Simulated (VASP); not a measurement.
The system is CsBr.

```
Cs Br
1.0
     4.31960    0.00000    0.00000
     0.00000    4.31960    0.00000
     0.00000    0.00000    4.31960
Cs Br
1 1
Direct
  0.00000 0.00000 0.00000
  0.50000 0.50000 0.50000
```

Base run:

```yaml
Program: VASP 6.6.1
Functional: HSE06
Potentials_or_basis: VASP PAW PBE potentials, release 64 (Cs_sv, Br)
Cutoff: 400 eV
k_mesh: 4 × 4 × 4
Occupations: gaussian, width 0.01 eV
Spin: no spin polarisation
```

Its results: band gap on the k mesh 5.60 eV (least direct gap 5.60 eV); pressure 0.4 GPa.

Question: The run is repeated on the same cell with these changes: functional from HSE06 to r2SCAN0; cutoff from 400 eV to 440 eV. What comes out?

Answer: Band gap on the k mesh 6.74 eV; pressure -0.2 GPa.

Caveats: the PAW data sets were made with another functional, which shifts forces and pressure a little; spin-orbit coupling is left out, which moves the levels of the heavy elements.

